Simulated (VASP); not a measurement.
Write the native input for VASP 6.6.1 that does the following.

```
Task                   : relaxation of cell and atoms
Functional             : PBEsol
Potentials or basis    : VASP PAW PBE potentials, release 64 (Si, C)
Cutoff                 : 600 eV
k mesh                 : 10 × 10 × 10
Occupations            : gaussian, width 0.01 eV
Spin                   : no spin polarisation
Target pressure        : 1 GPa
Dipole correction      : no
Further INCAR settings : ALGO = Normal; EDIFF = 1e-07; IBRION = 2; EDIFFG = -0.002; NSW = 100; ISIF = 3
```

The structure of SiC lies in POSCAR:

```
SiC
1.0
    0.0000000000      2.1784126226      2.1784126226
    2.1784126226      0.0000000000      2.1784126226
    2.1784126226      2.1784126226      0.0000000000
Si C
1 1
Direct
    0.0000000000      0.0000000000      0.0000000000
    0.7500000000      0.7500000000      0.7500000000
```

One way to write it, as run:

INCAR

```
SYSTEM = SiC
PREC     = Accurate       ! precision mode
ENCUT    = 600            ! plane-wave cutoff, eV
EDIFF    = 1E-7           ! SCF threshold, eV
ISMEAR   = 0              ! smearing method
SIGMA    = 0.01           ! smearing width, eV
LREAL    = .FALSE.        ! projectors in reciprocal space
LASPH    = .TRUE.         ! aspherical terms in the spheres
NELM     = 80             ! most SCF steps
ALGO     = Normal         ! electronic algorithm
ISIF     = 3              ! what is computed and relaxed
LWAVE    = .FALSE.        ! write WAVECAR
LCHARG   = .FALSE.        ! write CHGCAR
GGA      = PS             ! functional
IBRION   = 2              ! ionic algorithm
NSW      = 100            ! ionic steps
EDIFFG   = -0.002         ! ionic threshold
PSTRESS  = 10.0
```

KPOINTS

```
regular mesh
0
G
  10 10 10
  0 0 0
```

Potentials or basis: VASP PAW PBE potentials, release 64 (Si, C).

The run is started by

```sh
$ cat potpaw_PBE.64/Si/POTCAR potpaw_PBE.64/C/POTCAR > POTCAR
$ mpirun -np 1 vasp_std > vasp.out
```

Results of the run:

* Relaxed volume: 10.30 Å³/atom
* Relaxed cell: a = 3.077 Å, b = 3.077 Å, c = 3.077 Å, α = 60.00°, β = 60.00°, γ = 60.00°
* Space group after relaxing (to 0.05 Å): F-43m (No. 216)
* Energy change on relaxing (the enthalpy is what falls): +0.1 meV/atom
* Ionic steps: 3
* Pressure after relaxing: 1.0 GPa
* Band gap on the k mesh: 1.23 eV, indirect (least direct gap 4.45 eV)

Caveat: the cell is relaxed towards a set pressure, so the enthalpy falls and the energy may rise; the PAW data sets were made with another functional, which shifts forces and pressure a little.

Run time: 25 s on 1 thread of AMD EPYC 7R43 64-Core Processor (Zen 3), with other jobs on the host, peak memory 0.12 GiB.
